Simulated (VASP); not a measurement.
Runs of VASP 6.6.1 on Hf. The structure is that of space group Im-3m (No. 229), or close to it. The cells are those of the table. 

```tsv
task	cell	k mesh for the DOS	occupations for the DOS	gap on the mesh (eV)	pressure (GPa)
single point	a = 2.769 Å, angles 109.5°, 1 atom	-	-	none	37.1
single point	a = 2.648 Å, angles 109.5°, 1 atom	-	-	none	(a)
single point	a = 2.516 Å, angles 109.5°, 1 atom	-	-	none	142.9
single point	a = 2.367 Å, angles 109.5°, 1 atom	-	-	none	277.1
single point	a = 2.198 Å, angles 109.5°, 1 atom	-	-	none	(b)
```

Alike in all rows: level LDA; potentials or basis VASP PAW LDA potentials, release 64 (Hf_pv); no spin polarisation; k mesh 17 × 17 × 17; cutoff (eV) 520; smearing fermi-dirac 0.08 eV.

**Question.** Fill in the values left out.

**Answer.** (a) 73.8; (b) 595.7.

Caveats: spin-orbit coupling is left out, which moves the levels of the heavy elements.

A k mesh can miss the band edges, and the runs leave out spin-orbit coupling on Hf.

A gap of «none» marks levels without a gap at the run's occupations.
